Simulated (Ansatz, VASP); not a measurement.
## C in VASP and in Ansatz

INCAR

```
PREC     = Accurate       # precision mode
ENCUT    = 520            # plane-wave cutoff, eV
EDIFF    = 1E-7           # SCF threshold, eV
ISMEAR   = 0              # smearing method
SIGMA    = 0.05           # smearing width, eV
LREAL    = F              # projectors in reciprocal space
LASPH    = T              # aspherical terms in the spheres
NELM     = 80             # most SCF steps
ALGO     = Normal         # electronic algorithm
ISIF     = 2              # what is computed and relaxed
LWAVE    = F              # write WAVECAR
LCHARG   = F              # write CHGCAR
GGA      = PS             # functional
IVDW     = 12             # dispersion correction
NBANDS   = 11             # bands
```

KPOINTS

```
regular mesh
0
Gamma
  15 15 15
```

The input POSCAR:

```
C
1.0
    1.2598588274      0.7273798331      3.3656550279
   -1.2598588274      0.7273798331      3.3656550279
    0.0000000000     -1.4547596662      3.3656550279
C
2
Direct
    0.1503118573      0.1828551861      0.1665835217
    0.8496881427      0.8171448139      0.8334164783
```

Input for Ansatz:

```yaml
crystal:
  lattice:
    - [1.2598588274, 0.7273798331, 3.3656550279]
    - [-1.2598588274, 0.7273798331, 3.3656550279]
    - [0.0, -1.4547596662, 3.3656550279]
  atoms:
    - { symbol: C, position: [0.1503118573, 0.1828551861, 0.1665835217] }
    - { symbol: C, position: [0.8496881427, 0.8171448139, 0.8334164783] }
basis:
  ecutwfc: 520.0
kpoints:
  mp_grid: { grid: [15, 15, 15] }
hamiltonian:
  xc: pbesol
  dispersion: d3bj
scf:
  occupations: { method: gaussian, width: 0.05 }
output:
  forces: true
  stress: true
  eigenvalues: true
```

Change from the starting cell: mode 5 frozen in at -0.040 Å, equal normal strain along x, y and z +0.0250.

Alike in both runs: task single point; functional PBEsol; dispersion D3(BJ); k mesh 15 × 15 × 15; occupations gaussian, width 0.05 eV; no spin polarisation.

```csv
,VASP,Ansatz
version,VASP 6.6.1,Ansatz 0.2.0
potentials or method,"VASP PAW PBE potentials, release 64 (C), cutoff 520 eV","scalar-relativistic, plane waves, PAW"
valence electrons in the cell,8,8
```

|  | VASP | Ansatz | Ansatz less VASP |
| --- | --- | --- | --- |
| gap on the k mesh at the Fermi level (eV) | 0.18 | 0.18 | +0.001 |
| least direct gap on the mesh (eV) | 0.23 | 0.23 | 0.000 |
| pressure (GPa) | -16.2 | -16.8 | -0.55 |
| traceless stress, the component that is largest in VASP (GPa) | 15.66 | 16.28 | +0.615 |
| rms of the force components (eV/Å) | 2.174 | 2.163 | -0.0110 |

VASP's potentials were made for PBE, not for PBEsol. Atom by atom the forces differ by 0.011 eV/Å (rms over components).
